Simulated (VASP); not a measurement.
Here is a VASP 6.6.1 calculation.

File INCAR:

```
PREC = Accurate ; ENCUT = 520
EDIFF = 1E-6 ; ISMEAR = 0
SIGMA = 0.15 ; LREAL = False
LASPH = True ; NELM = 100
ALGO = Normal ; ISIF = 2
LWAVE = False ; LCHARG = False
GGA = CA ; NBANDS = 13
```

The input KPOINTS:

```
regular mesh
0
Gamma
  20 20 20
```

Contents of POSCAR:

```
Ge
1.0
    0.0000000000      2.0983605250      2.1613113407
    2.0983605250      0.0000000000      2.1613113407
    2.0983605250      2.0983605250      0.0000000000
Ge
1
Direct
    0.0000000000      0.0000000000      0.0000000000
```

Potentials or basis: VASP PAW LDA potentials, release 64 (Ge_d).

The run is started by

```console
$ cat potpaw_LDA.64/Ge_d/POTCAR > POTCAR
$ mpirun -np 1 vasp_std > vasp.out
```

(1) What does it give for the band gap on the k mesh?

(2) Predict the pressure.

## Answers

(1) zero (bands 7 and 8 overlap by 11.27 eV).

(2) -3.1 GPa.

Caveat: the cell differs from its parent crystal (strain +0.000 along x and y, +0.030 along z); the cell stands under tension.
